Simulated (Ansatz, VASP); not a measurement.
**Cd in VASP and in Ansatz**

The input POSCAR:

```
Cd
1.0
    0.0000000000      2.2733428572      2.2733428572
    2.2733428572      0.0000000000      2.2733428572
    2.2733428572      2.2733428572      0.0000000000
Cd
1
Direct
    0.0000000000      0.0000000000      0.0000000000
```

File INCAR.step1:

```
PREC     = Accurate       # precision mode
ENCUT    = 550            # plane-wave cutoff, eV
ISMEAR   = -1             # smearing method
SIGMA    = 0.1            # smearing width, eV
LREAL    = F              # projectors in reciprocal space
LASPH    = T              # aspherical terms in the spheres
NELM     = 120            # most SCF steps
NBANDS   = 12             # bands
GGA      = PE             # functional
ALGO     = Normal         # electronic algorithm
EDIFF    = 1E-5           # SCF threshold, eV
LWAVE    = T              # write WAVECAR
LCHARG   = F              # write CHGCAR
GGA_COMPAT= F
```

File INCAR.step2:

```
PREC     = Accurate       # precision mode
ENCUT    = 550            # plane-wave cutoff, eV
EDIFF    = 1E-6           # SCF threshold, eV
ISMEAR   = -1             # smearing method
SIGMA    = 0.1            # smearing width, eV
LREAL    = F              # projectors in reciprocal space
LASPH    = T              # aspherical terms in the spheres
NELM     = 120            # most SCF steps
ALGO     = Normal         # electronic algorithm
ISIF     = 2              # what is computed and relaxed
LWAVE    = F              # write WAVECAR
LCHARG   = F              # write CHGCAR
METAGGA  = R2SCAN         # meta-GGA
LMIXTAU  = T            
NBANDS   = 12             # bands
ISTART   = 1            
GGA_COMPAT= F
```

File KPOINTS:

```
Automatic mesh
0
Gamma
  14 14 14
```

Input for Ansatz:

```yaml
crystal:
  lattice:
    - [0.0, 2.2733428572, 2.2733428572]
    - [2.2733428572, 0.0, 2.2733428572]
    - [2.2733428572, 2.2733428572, 0.0]
  atoms:
    - { symbol: Cd, position: [0.0, 0.0, 0.0] }
hamiltonian:
  xc: r2scan
  pseudopotentials:
    kind: paw
    azcp:
      Cd: "pseudopotentials/Cd.paw.azcp"
basis:
  ecutwfc: 500
  fft_grid_basis: typed
kpoints:
  mp_grid: { grid: [14, 14, 14], shift: [0, 0, 0] }
magnetization:
  spin_polarized: false
scf:
  occupations: { method: fermi_dirac, width: 0.1 }
  lower_state_search: "off"
output:
  stress: true
  write_density: true
  write_potential: true
  elf: true
  volumetric_format: npy
```

Alike in both runs: task single point; functional r2SCAN; k mesh 14 × 14 × 14; occupations fermi-dirac, width 0.1 eV; no spin polarisation.

|  | VASP | Ansatz |
| --- | --- | --- |
| version | VASP 6.6.1 | Ansatz 0.2.0 |
| potentials or method | VASP PAW PBE potentials, release 64 (Cd), cutoff 550 eV | plane waves (500 eV) with PAW, scalar-relativistic |
| valence electrons in the cell | 12 | 20 |

Ansatz gave:

| Item | Value |
| --- | --- |
| pressure (GPa) | -3.4 |

Task: What did VASP give for the same quantities?

Result: Pressure (GPa): -3.3.

VASP's potentials were made for PBE, not for r2SCAN. With one functional, cell and mesh, what is left measures potentials, basis and numerics. VASP's potentials hold 12 valence electrons a cell and Ansatz's 20, so a difference there can come from the potentials and not from the codes.
